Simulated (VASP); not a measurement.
A run of VASP 6.6.1:

INCAR

```
SYSTEM = As
  PREC = Accurate
  ENCUT = 520
  EDIFF = 1E-7
  ISMEAR = -1
  SIGMA = 0.05
  LREAL = .False.
  LASPH = .True.
  NELM = 60
  ALGO = Normal
  ISIF = 2
  LWAVE = .False.
  LCHARG = .False.
  GGA = CA
  NBANDS = 12
```

File KPOINTS:

```
regular mesh
0
Gamma
  13 13 13
  0 0 0
```

Contents of POSCAR:

```
As
1.0
    1.8797494575      1.0852738553      3.5554854000
   -1.8797494575      1.0852738553      3.5554854000
    0.0000000000     -2.1705477106      3.5554854000
As
2
Direct
    0.2275400000      0.2275400000      0.2275400000
    0.7724600000      0.7724600000      0.7724600000
```

Potentials or basis: VASP PAW LDA potentials, release 64 (As).

Launch:

```console
$ cat potpaw_LDA.64/As/POTCAR > POTCAR
$ mpirun -np 1 vasp_std > vasp.out
```

Hardware: 1 thread of AMD EPYC 9R45 96-Core Processor (Zen 5) (shared host).

**Question.** How long does it take, and how much memory?

**Answer.** It took 41 s on 1 thread of AMD EPYC 9R45 96-Core Processor (Zen 5), on a shared host, peak memory 0.2 GiB. Counts: scf iterations 12, k points 231.
